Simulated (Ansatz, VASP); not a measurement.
## Two plane-wave programs on Cd3SO2

```
Cd S O
1.0
     3.79781    0.00000    0.00000
    -1.89890    3.28900    0.00000
     0.00000    0.00000    9.42055
Cd S O
3 1 2
Cartesian
  1.8989 1.0963 8.3199
  0.0000 0.0000 2.6321
  0.0000 2.1927 5.4877
  0.0000 0.0000 0.0773
  1.8989 1.0963 6.1209
  0.0000 2.1927 3.2686
```

Alike in both runs: functional PBE; k mesh 4 × 4 × 2; occupations gaussian, width 0.15 eV; no spin polarisation.

Ansatz relaxed the structure, and its values are those at the end. VASP's run is a single point on that final structure, the one shown.

|  | VASP | Ansatz |
| --- | --- | --- |
| version | VASP 6.6.1 | Ansatz 0.2.0 |
| potentials or method | VASP PAW PBE potentials, release 64 (Cd, S, O), cutoff 520 eV | scalar-relativistic, plane waves, PAW |
| valence electrons in the cell | 54 | 78 |

```tsv
	VASP	Ansatz	Ansatz less VASP
gap on the k mesh at the Fermi level (eV)	none	none	-
pressure (GPa)	0.7	0.0	-0.68
rms of the force components (eV/Å)	0.015	0.012	-0.0032
```

A gap of «none» marks a metal or a gap that the smearing closes. With one functional, cell and mesh, what is left measures potentials, basis and numerics. VASP's potentials hold 54 valence electrons a cell and Ansatz's 78, so a difference there can come from the potentials and not from the codes.

The k mesh is coarse, so the values compare programs but aren't converged.
